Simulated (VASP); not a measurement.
Runs of VASP 6.6.1 on CeO2. The structure is that of space group Fm-3m (No. 225), or close to it. The cells are those of the table. 

```tsv
cell	gap on the mesh (eV)	pressure (GPa)
a = 3.869 Å, angles 60.0°, 3 atoms	2.30	(b)
a = 3.843 Å, angles 60.0°, 3 atoms	2.37	6.9
a = 3.920 Å, angles 60.0°, 3 atoms	(c)	-4.3
a = 3.817 Å, angles 60.0°, 3 atoms	(a)	11.5
a = 3.895 Å, angles 60.0°, 3 atoms	2.24	-1.0
```

Alike in all rows: task single point; level PBE+U; potentials or basis VASP PAW PBE potentials, release 64 (Ce, O_h); no spin polarisation; Ce f U = 5.0 eV; k mesh 12 × 12 × 12; cutoff (eV) 910; smearing gaussian 0.05 eV.

**Question.** Estimate the missing entries.

**Answer.** (a) 2.45; (b) 2.8; (c) 2.17.

Caveats: the cutoff is under 1.25 times the usual one of these potentials, so pressure, stress and relaxed cells hold a basis-set (Pulay) error; spin-orbit coupling is left out, which moves the levels of the heavy elements; the cell stands under pressure (at least some runs); the cell stands under tension (at least some runs).

A k mesh can miss the band edges, and the runs leave out spin-orbit coupling on Ce.
